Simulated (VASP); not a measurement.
Write the native input for VASP 6.6.1 that does the following.

| Property | Result |
| --- | --- |
| Task | single point |
| Functional | PBE |
| Potentials or basis | VASP PAW PBE potentials, release 64 (Cr_pv, Ge_d, Mo_sv) |
| Cutoff | 520 eV |
| k mesh | 6 × 6 × 6 |
| Occupations | gaussian, width 0.2 eV |
| Spin | no spin polarisation |
| Dipole correction | no |
| Further INCAR settings | ALGO = Fast; EDIFF = 1e-06; NBANDS = 72 |

The structure of CrGe6Mo2 lies in POSCAR:

```
CrGe6Mo2
1.0
    0.0000000000     -3.3076196000      0.0000000000
    3.3076196000      0.0000000000      0.0000000000
   -1.6538098000      1.6538098000     12.3064795000
Cr Ge Mo
1 6 2
Direct
    0.0000000000      0.0000000000      0.0000000000
    0.2200420000      0.2200420000      0.4400840000
    0.8895980000      0.8895980000      0.7791960000
    0.5518370000      0.5518370000      0.1036740000
    0.1104020000      0.1104020000      0.2208040000
    0.7799580000      0.7799580000      0.5599160000
    0.4481630000      0.4481630000      0.8963260000
    0.6655740000      0.6655740000      0.3311480000
    0.3344260000      0.3344260000      0.6688520000
```

The input as run:

INCAR

```
PREC = Accurate
ENCUT = 520
EDIFF = 1E-6
ISMEAR = 0
SIGMA = 0.2
LREAL = False
LASPH = True
NELM = 100
ALGO = Fast
ISIF = 2
LWAVE = False
LCHARG = True
GGA = PE
LELF = True
LVHAR = True
NBANDS = 72
```

KPOINTS

```
Automatic mesh
0
Gamma
  6 6 6
```

Potentials or basis: VASP PAW PBE potentials, release 64 (Cr_pv, Ge_d, Mo_sv).

The run is started by

```sh
$ cat potpaw_PBE.64/Cr_pv/POTCAR potpaw_PBE.64/Ge_d/POTCAR potpaw_PBE.64/Mo_sv/POTCAR > POTCAR
$ mpirun -np 1 vasp_std > vasp.out
```

Results of the run:

```
Pressure               : 0.3 GPa
Largest force          : 0.021 eV/Å
Band gap on the k mesh : zero (bands 62 and 63 overlap by 0.57 eV)
```

Caveat: the run has no spin polarisation, though such a crystal can be magnetic.

It took 14 min on 1 thread of Oxide Virtual Turin-like Processor, on a shared host, peak memory 0.38 GiB.
